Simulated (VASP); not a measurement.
Write the native input for VASP 6.6.1 that does the following.

| Quantity | Value |
| --- | --- |
| Task | single point |
| Functional | PBE |
| Potentials or basis | VASP PAW PBE potentials, release 64 (V_sv) |
| Cutoff | 520 eV |
| k mesh | 16 × 16 × 16 |
| Occupations | fermi-dirac, width 0.05 eV |
| Spin | collinear spin, ferromagnetic start |
| Starting moments | [1.0] μB |
| Dipole correction | no |
| Further INCAR settings | ALGO = Normal; EDIFF = 1e-07; NBANDS = 16 |

The structure of V lies in POSCAR:

```
V
1.0
    0.0000000000      1.9820483645      1.9820483645
    1.9820483645      0.0000000000      1.9820483645
    1.9820483645      1.9820483645      0.0000000000
V
1
Direct
    0.0000000000      0.0000000000      0.0000000000
```

This isn't the form of V at room conditions, which is bcc.

One way to write it, as run:

INCAR

```
SYSTEM = V
PREC = Accurate
ENCUT = 520
EDIFF = 1E-7
ISMEAR = -1
SIGMA = 0.05
LREAL = .False.
LASPH = .True.
NELM = 150
ALGO = Normal
ISIF = 2
LWAVE = .False.
LCHARG = .True.
ISPIN = 2
MAGMOM = 1
LORBIT = 11
LMAXMIX = 4
GGA = PE
LELF = .True.
LVHAR = .True.
NBANDS = 16
```

KPOINTS

```
regular mesh
0
Gamma
  16 16 16
  0 0 0
```

Potentials or basis: VASP PAW PBE potentials, release 64 (V_sv).

Command:

```console
$ cat potpaw_PBE.64/V_sv/POTCAR > POTCAR
$ mpirun -np 1 vasp_std > vasp.out
```

Results of the run:

```
Pressure                                              : -15.8 GPa
Net moment                                            : 0.00 μB per cell
Valence electrons inside the program's atomic spheres : V 11.42
```

Caveat: the cell stands under tension; the moments typed at the start vanished in this run.

Run time: 97 s on 1 thread of Intel Xeon 8259CL (shared host), peak memory 0.18 GiB.
